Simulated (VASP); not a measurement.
A run of VASP 6.6.1:

File INCAR:

```
ALGO = Normal
EDIFF = 1E-6
ENCUT = 500
GGA = PE
GGA_COMPAT = False
ISIF = 2
ISMEAR = 0
LASPH = True
LCHARG = False
LREAL = False
LWAVE = False
NBANDS = 20
NELM = 120
PREC = Accurate
SIGMA = 0.2
```

Contents of KPOINTS:

```
k-points
0
Gamma
  4 4 3
```

Contents of POSCAR:

```
Al3BSb2
1.0
    5.1673512749      0.0000000000      0.0000000000
   -2.5836756375      4.4750574744      0.0000000000
    0.0000000000      0.0000000000      5.7967253354
Al B Sb
3 1 2
Direct
    0.5000000000      0.0000000000      0.5000000000
    0.0000000000      0.5000000000      0.5000000000
    0.5000000000      0.5000000000      0.5000000000
    0.0000000000      0.0000000000      0.0000000000
    0.3333333333      0.6666666667      0.0000000000
    0.6666666667      0.3333333333      0.0000000000
```

Potentials or basis: VASP PAW PBE potentials, release 64 (Al, B, Sb).

Command:

```sh
$ cat potpaw_PBE.64/Al/POTCAR potpaw_PBE.64/B/POTCAR potpaw_PBE.64/Sb/POTCAR > POTCAR
$ mpirun -np 1 vasp_std > vasp.out
```

Hardware: 1 thread of Intel Xeon 8259CL (shared host).

How long does it take, and how much memory?

Run time: 43 s on 1 thread of Intel Xeon 8259CL, with other jobs on the host, peak memory 0.24 GiB. Counts: scf iterations 14, k points 8.
